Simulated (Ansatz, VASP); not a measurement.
# Two plane-wave programs on Sc3B2Sb

```xyz
6
Lattice="6.7593 0.0000 0.0000 -3.3796 5.8537 0.0000 0.0000 0.0000 3.1868" Properties=species:S:1:pos:R:3 pbc="T T T"
Sc    1.5252    3.0219    0.0000
Sc    0.0000    5.6637    0.0000
Sc   -1.5252    3.0219    0.0000
B     3.3796    1.9512    0.0000
B     3.3796    1.9512    1.5934
Sb    0.0000    0.0000    0.0000
```

Alike in both runs: functional PBE; k mesh 3 × 3 × 4; occupations gaussian, width 0.1 eV; no spin polarisation.

Ansatz relaxed the structure, and its values are those at the end. VASP's run is a single point on that final structure, the one shown.

|  | VASP | Ansatz |
| --- | --- | --- |
| version | VASP 6.6.1 | Ansatz 0.2.0 |
| potentials or method | VASP PAW PBE potentials, release 64 (Sc_sv, B, Sb), cutoff 520 eV | scalar-relativistic, plane waves, PAW |
| valence electrons in the cell | 44 | 54 |

|  | VASP | Ansatz | Ansatz less VASP |
| --- | --- | --- | --- |
| gap on the k mesh at the Fermi level (eV) | none | none | - |
| pressure (GPa) | 0.2 | 0.1 | -0.11 |
| rms of the force components (eV/Å) | 0.014 | 0.002 | -0.0119 |

A gap of «none» marks a metal or a gap that the smearing closes. VASP's potentials hold 44 valence electrons a cell and Ansatz's 54, so a difference there can come from the potentials and not from the codes.

The k mesh is coarse, so the values compare programs but aren't converged. Neither program's run includes spin-orbit coupling.
